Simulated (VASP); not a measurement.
# ZrO2 (Fm-3m) in VASP: a series of runs

Aim: see how the results for ZrO2 move with the level of theory and the settings. Levels: r2SCAN, PBE, HSE06. Tasks: single point.

Program: VASP 6.6.1. These are calculated values, not measurements. Logs are shortened: lines on timing, memory, paths and dates and some standing lists are left out, and cuts for length are marked.

### Step 1. The cell of the first run

Symmetry: Fm-3m, No. 225, cubic system. Conventional cell: a = 5.089 Å, b = 5.089 Å, c = 5.089 Å, α = 90.00°, β = 90.00°, γ = 90.00°. Zr (site symmetry m-3m) has 8 O at 2.20 Å within 2.9 Å. Within 2.9 Å of O (site symmetry -43m) lie 4 Zr at 2.20 Å and 6 O at 2.54 Å.

### Step 2. Single point, r2SCAN

POSCAR

```
ZrO2
1.0
    0.0000000000      2.5447135873      2.5447135873
    2.5447135873      0.0000000000      2.5447135873
    2.5447135873      2.5447135873      0.0000000000
Zr O
1 2
Direct
    0.0000000000      0.0000000000      0.0000000000
    0.2500000000      0.2500000000      0.2500000000
    0.7500000000      0.7500000000      0.7500000000
```

INCAR.step1

```
PREC = Accurate ; ENCUT = 660
ISMEAR = 0 ; SIGMA = 0.01
LREAL = F ; LASPH = T
NELM = 120 ; NBANDS = 19
GGA = PE ; ALGO = Normal
EDIFF = 1E-5 ; LWAVE = T
LCHARG = F ; GGA_COMPAT = F
```

INCAR.step2

```
PREC = Accurate ; ENCUT = 660
EDIFF = 1E-6 ; ISMEAR = 0
SIGMA = 0.01 ; LREAL = F
LASPH = T ; NELM = 120
ALGO = Normal ; ISIF = 2
LWAVE = F ; LCHARG = T
METAGGA = R2SCAN ; LMIXTAU = T
LELF = T ; LVHAR = T
NBANDS = 19 ; ISTART = 1
GGA_COMPAT = F
```

KPOINTS

```
Automatic mesh
0
Gamma
  4 4 4
```

Potentials or basis: VASP PAW PBE potentials, release 64 (Zr_sv, O).

The run is started by

```console
cat potpaw_PBE.64/Zr_sv/POTCAR potpaw_PBE.64/O/POTCAR > POTCAR
cp INCAR.step1 INCAR
mpirun -np 1 vasp_std > vasp.out
cp INCAR.step2 INCAR
mpirun -np 1 vasp_std > vasp.out
```

OUTCAR:

```text
PREC = Accurate
   ENCUT = 660
   EDIFF = 1E-6
   ISMEAR = 0
   LREAL = F
   LASPH = T
   NELM = 120
   ISIF = 2
   METAGGA = R2SCAN
   ISTART = 1

 ion  position               nearest neighbor table
   1  0.000  0.000  0.000-   3 2.20   3 2.20   3 2.20   2 2.20   3 2.20   2 2.20   2 2.20   2 2.20

   2  0.250  0.250  0.250-   1 2.20   1 2.20   1 2.20   1 2.20
   3  0.750  0.750  0.750-   1 2.20   1 2.20   1 2.20   1 2.20

  LATTYP: Found a face centered cubic cell.
 ALAT       =     5.0894271746

  Lattice vectors:

 A1 = (   0.0000000000,   2.5447135873,   2.5447135873)
 A2 = (   2.5447135873,   0.0000000000,   2.5447135873)
 A3 = (   2.5447135873,   2.5447135873,   0.0000000000)

Analysis of symmetry for initial positions (statically):
=====================================================================
 Subroutine PRICEL returns:
 Original cell was already a primitive cell.

 Routine SETGRP: Setting up the symmetry group for a
 face centered cubic supercell.

 Subroutine GETGRP returns: Found 48 space group operations
 (whereof 48 operations were pure point group operations)
 out of a pool of 48 trial point group operations.

The static configuration has the point symmetry O_h .

Analysis of symmetry for dynamics (positions and initial velocities):
=====================================================================
 Subroutine PRICEL returns:
 Original cell was already a primitive cell.

 Routine SETGRP: Setting up the symmetry group for a
 face centered cubic supercell.

 Subroutine GETGRP returns: Found 48 space group operations
 (whereof 48 operations were pure point group operations)
 out of a pool of 48 trial point group operations.

The dynamic configuration has the point symmetry O_h .

 Subroutine INISYM returns: Found 48 space group operations
 (whereof 48 operations are pure point group operations),
 and found     1 'primitive' translations

----------------------------------------------------------------------------------------

                                     Primitive cell

  volume of cell :      32.9569

  direct lattice vectors                    reciprocal lattice vectors
     0.000000000  2.544713587  2.544713587    -0.196485767  0.196485767  0.196485767
     2.544713587  0.000000000  2.544713587     0.196485767 -0.196485767  0.196485767
     2.544713587  2.544713587  0.000000000     0.196485767  0.196485767 -0.196485767

  length of vectors
     3.598768468  3.598768468  3.598768468     0.340323331  0.340323331  0.340323331

  position of ions in fractional coordinates (direct lattice)
     0.000000000  0.000000000  0.000000000
     0.250000000  0.250000000  0.250000000
     0.750000000  0.750000000  0.750000000

  ion indices of the primitive-cell ions
   primitive index   ion index
                 1           1
                 2           2
                 3           3

----------------------------------------------------------------------------------------

 KPOINTS: Automatic mesh

Automatic generation of k-mesh.
 Grid dimensions read from file:
 generate k-points for:    4    4    4

 Generating k-lattice:

  Cartesian coordinates                     Fractional coordinates (reciprocal lattice)
    -0.049121442  0.049121442  0.049121442     0.250000000  0.000000000  0.000000000
     0.049121442 -0.049121442  0.049121442     0.000000000  0.250000000  0.000000000
     0.049121442  0.049121442 -0.049121442     0.000000000  0.000000000  0.250000000

  Length of vectors
     0.085080833  0.085080833  0.085080833

  Shift w.r.t. Gamma in fractional coordinates (k-lattice)
     0.000000000  0.000000000  0.000000000

 Subroutine IBZKPT returns following result:
 ===========================================

 Found      8 irreducible k-points:

 Following reciprocal coordinates:
            Coordinates               Weight
  0.000000  0.000000  0.000000      1.000000
  0.250000  0.000000  0.000000      8.000000
  0.500000  0.000000  0.000000      4.000000
  0.250000  0.250000  0.000000      6.000000
  0.500000  0.250000  0.000000     24.000000
 -0.250000  0.250000  0.000000     12.000000
  0.500000  0.500000  0.000000      3.000000
 -0.250000  0.500000  0.250000      6.000000
   k-points           NKPTS =      8   k-points in BZ     NKDIM =      8   number of bands    NBANDS=     19
   number of dos      NEDOS =    301   number of ions     NIONS =      3
   total plane-waves  NPLWV =  27000
   dimension x,y,z NGX =    30 NGY =   30 NGZ =   30
   dimension x,y,z NGXF=    60 NGYF=   60 NGZF=   60
   ions per type =               1   2
   NGX,Y,Z   is equivalent  to a cutoff of  13.86, 13.86, 13.86 a.u.
   NGXF,Y,Z  is equivalent  to a cutoff of  27.72, 27.72, 27.72 a.u.
 SYSTEM =  unknown system
   PREC   = accura    normal or accurate (medium, high low for compatibility)
   ISTART =      1    job   : 0-new  1-cont  2-samecut
   ICHARG =      0    charge: 1-file 2-atom 10-const
   ISPIN  =      1    spin polarized calculation?
   LNONCOLLINEAR =      F non collinear calculations
   LSORBIT =      F    spin-orbit coupling
   LASPH  =      T    aspherical Exc in radial PAW
   ENCUT  =  660.0 eV  48.51 Ry    6.96 a.u.   7.54  7.54  7.54*2*pi/ulx,y,z
   NELM   =    120;   NELMIN=  2; NELMDL=  0     # of ELM steps
   EDIFF  = 0.1E-05   stopping-criterion for ELM
   LREAL  =      F    real-space projection
   EDIFFG = 0.1E-04   stopping-criterion for IOM
   NSW    =      0    number of steps for IOM
   IBRION =     -1    ionic relax: 0-MD 1-quasi-New 2-CG
   NFREE  =      0    steps in history (QN), initial steepest desc. (CG)
   ISIF   =      2    stress and relaxation
   ISYM   =      2    0-nonsym 1-usesym 2-fastsym
   POTIM  = 0.5000    time-step for ionic-motion
   TEBEG  =    0.0;   TEEND  =   0.0 temperature during run
   PSTRESS=    0.0 pullay stress
   NELECT =      24.0000    total number of electrons
   NUPDOWN=      -1.0000    fix difference up-down
   EMIN   =  10.00;   EMAX   =-10.00  energy-range for DOS
   EFERMI =   0.00;   METHOD = LEGACY
   ISMEAR =     0;   SIGMA  =   0.01  broadening in eV -4-tet -1-fermi 0-gaus
   EFERMI_NEDOS =   21; number of points for ismear=-14 and -15
   IALGO  =     38    algorithm
   IMIX   =      4    mixing-type and parameters
     AMIX     =   0.40;   BMIX     =  1.00
     AMIX_MAG =   1.60;   BMIX_MAG =  1.00
  volume/ion in A,a.u.               =      10.99        74.13
  Fermi-wavevector in a.u.,A,eV,Ry     =   1.472865  2.783312 29.515553  2.169332
  Thomas-Fermi vector in A             =   2.587828
   LORBIT       =      0    0 simple, 1 ext, 2 COOP (PROOUT), +10 PAW based schemes
   METAGGA = R2SCAN    functional components
   LHFCALC =     F    Hartree Fock is set to
   AEXX    =    0.0000 exact exchange contribution
   IVDW    =     0    specifies the selected vdW correction
   LEPSILON=     F    determine dielectric tensor
   LRPA    =     F    only Hartree local field effects (RPA)
 non-spin polarized calculation
 Gauss-broadening in eV      SIGMA  =   0.01
  energy-cutoff  :      660.00
  volume of cell :       32.96
 maximum number of plane-waves:      1283
   NGX = 15   NGY = 15   NGZ = 15

 number of electron      23.9999995 magnetization

 Free energy of the ion-electron system (eV)
  ---------------------------------------------------
  ext. energy  EPLUGINS =         0.00000000
  ---------------------------------------------------
  free energy    TOTEN  =       -45.86559423 eV

  energy without entropy =      -45.86559423  energy(sigma->0) =      -45.86559423

 E-fermi :   7.0119     XC(G=0): -12.5338

 val. band max:        6.9158957477   @ k =   0.5000   0.5000   0.0000
 cond. band min:      10.7896267512   @ k =   0.0000   0.0000   0.0000
 fundamental gap:      3.8737310035
 Fermi energy:         7.0119357950

 k-point     1 :       0.0000    0.0000    0.0000
  band No.  band energies     occupation
      1     -42.6700      2.00000
      2     -19.7642      2.00000
      3     -19.7642      2.00000
      4     -19.7642      2.00000
      5     -12.2788      2.00000
      6      -9.7471      2.00000
[... 11 lines left out ...]
     18      16.8926      0.00000
     19      22.1479      0.00000

 k-point     2 :       0.2500    0.0000    0.0000
  band No.  band energies     occupation
      1     -42.6457      2.00000
      2     -20.1511      2.00000
      3     -19.7998      2.00000
      4     -19.7998      2.00000
      5     -11.5815      2.00000
      6     -10.1684      2.00000
[... 11 lines left out ...]
     18      16.6402      0.00000
     19      21.1999      0.00000

 k-point     3 :       0.5000    0.0000    0.0000
  band No.  band energies     occupation
      1     -42.6212      2.00000
      2     -20.4898      2.00000
      3     -19.8351      2.00000
      4     -19.8351      2.00000
      5     -11.3291      2.00000
      6     -10.0524      2.00000
[... 11 lines left out ...]
     18      16.4935      0.00000
     19      22.0241      0.00000

 k-point     4 :       0.2500    0.2500    0.0000
  band No.  band energies     occupation
      1     -42.6376      2.00000
      2     -20.1944      2.00000
      3     -19.8526      2.00000
      4     -19.8526      2.00000
      5     -11.2345      2.00000
      6     -10.4056      2.00000
[... 11 lines left out ...]
     18      16.1580      0.00000
     19      22.3822      0.00000

 k-point     5 :       0.5000    0.2500    0.0000
  band No.  band energies     occupation
      1     -42.6132      2.00000
      2     -20.4006      2.00000
      3     -20.0328      2.00000
      4     -19.8878      2.00000
      5     -10.8429      2.00000
      6     -10.3745      2.00000
[... 11 lines left out ...]
     18      18.4386      0.00000
     19      22.5401      0.00000

 k-point     6 :      -0.2500    0.2500    0.0000
  band No.  band energies     occupation
      1     -42.6213      2.00000
      2     -20.2893      2.00000
      3     -20.0628      2.00000
      4     -19.8355      2.00000
      5     -10.9018      2.00000
      6     -10.4600      2.00000
[... 11 lines left out ...]
     18      18.1805      0.00000
     19      22.3521      0.00000

 k-point     7 :       0.5000    0.5000    0.0000
  band No.  band energies     occupation
      1     -42.6051      2.00000
      2     -20.5579      2.00000
      3     -19.9398      2.00000
      4     -19.9398      2.00000
      5     -10.9512      2.00000
      6     -10.1258      2.00000
[... 11 lines left out ...]
     18      21.0686      0.00000
     19      21.3113      0.00000

 k-point     8 :      -0.2500    0.5000    0.2500
  band No.  band energies     occupation
      1     -42.6050      2.00000
      2     -20.2632      2.00000
      3     -20.2632      2.00000
      4     -19.9435      2.00000
      5     -10.5202      2.00000
      6     -10.5202      2.00000
[... 11 lines left out ...]
     18      19.7651      0.00000
     19      23.8757      0.00000

------------------------ aborting loop because EDIFF is reached ----------------------------------------

  FORCE on cell =-STRESS in cart. coord.  units (eV):
  Direction    XX          YY          ZZ          XY          YZ          ZX
  --------------------------------------------------------------------------------------
  -------------------------------------------------------------------------------------
  Total       -0.0020851     -0.0020851     -0.0020851      0.0000000      0.0000000      0.0000000
  in kB       -0.1013648     -0.1013648     -0.1013648      0.0000000      0.0000000      0.0000000
  external PRESSURE =      -0.1013648 kB  Pullay stress =       0.0000000 kB

 VOLUME and BASIS-vectors are now :
 -----------------------------------------------------------------------------
  energy-cutoff  :      660.00
  volume of cell :       32.96
      direct lattice vectors                 reciprocal lattice vectors
     0.000000000  2.544713587  2.544713587    -0.196485767  0.196485767  0.196485767
     2.544713587  0.000000000  2.544713587     0.196485767 -0.196485767  0.196485767
     2.544713587  2.544713587  0.000000000     0.196485767  0.196485767 -0.196485767

 POSITION                                       TOTAL-FORCE (eV/Angst)
 -----------------------------------------------------------------------------------
      0.00000      0.00000      0.00000        -0.000000     -0.000000     -0.000000
      1.27236      1.27236      1.27236         0.000000      0.000000      0.000000
      3.81707      3.81707      3.81707        -0.000000     -0.000000     -0.000000
 -----------------------------------------------------------------------------------
    total drift:                                0.000000     -0.000000      0.000000

  FREE ENERGIE OF THE ION-ELECTRON SYSTEM (eV)
  ---------------------------------------------------
  free  energy   TOTEN  =       -45.8655942290 eV

  energy  without entropy=      -45.8655942290  energy(sigma->0) =      -45.86559423
```

Run time: 50 s. Hardware: 1 thread of AMD EPYC 9R14 (Zen 4), shared host; peak memory 0.14 GiB.

Results:

| Property | Result |
| --- | --- |
| Free energy | -45.8656 eV |
| Pressure | 0.0 GPa |
| Band gap on the k mesh | 3.87 eV (least direct gap 4.28 eV) |

Caveat: the k points lie up to 0.53 Å⁻¹ apart; the PAW data sets were made with another functional, which shifts forces and pressure a little.

### Step 3. Single point, PBE

INCAR

```
PREC = Accurate
ENCUT = 600
EDIFF = 1E-6
ISMEAR = 0
SIGMA = 0.01
LREAL = F
LASPH = T
NELM = 120
ALGO = Normal
ISIF = 2
LWAVE = F
LCHARG = F
GGA = PE
NBANDS = 19
GGA_COMPAT = F
```

KPOINTS

```
regular mesh
0
Gamma
  6 6 6
```

POSCAR is that of step 2.

Potentials or basis: VASP PAW PBE potentials, release 64 (Zr_sv, O).

The run is started by

```console
cat potpaw_PBE.64/Zr_sv/POTCAR potpaw_PBE.64/O/POTCAR > POTCAR
mpirun -np 1 vasp_std > vasp.out
```

Run time: 21 s. Hardware: 1 thread of AMD EPYC 9R14 (Zen 4), shared host; peak memory 0.14 GiB.

The run converged. Its results:

```
Free energy            : -28.5655 eV
Pressure               : 3.9 GPa
Band gap on the k mesh : 3.35 eV (least direct gap 3.80 eV)
```

Levels at points of the mesh, in eV from the valence-band top:
| k point | band 8 | band 9 | band 10 | band 11 | band 12 | band 13 | band 14 | band 15 | band 16 | band 17 |
| --- | --- | --- | --- | --- | --- | --- | --- | --- | --- | --- |
| (0.00, 0.00, 0.00) | -5.23 | -5.23 | -0.53 | -0.53 | -0.53 | 3.35 | 3.35 | 6.58 | 9.37 | 9.37 |
| (0.50, 0.00, 0.00) | -4.22 | -2.53 | -2.47 | -1.64 | -1.64 | 4.00 | 4.00 | 6.09 | 8.47 | 8.47 |
| (0.50, 0.50, 0.00) | -3.15 | -3.15 | -1.51 | -1.51 | 0.00 | 3.80 | 4.74 | 5.83 | 7.28 | 7.28 |

Caveat: the cell stands under pressure. A k mesh can miss the band edges.

(Part 1 of 2 ends here.)
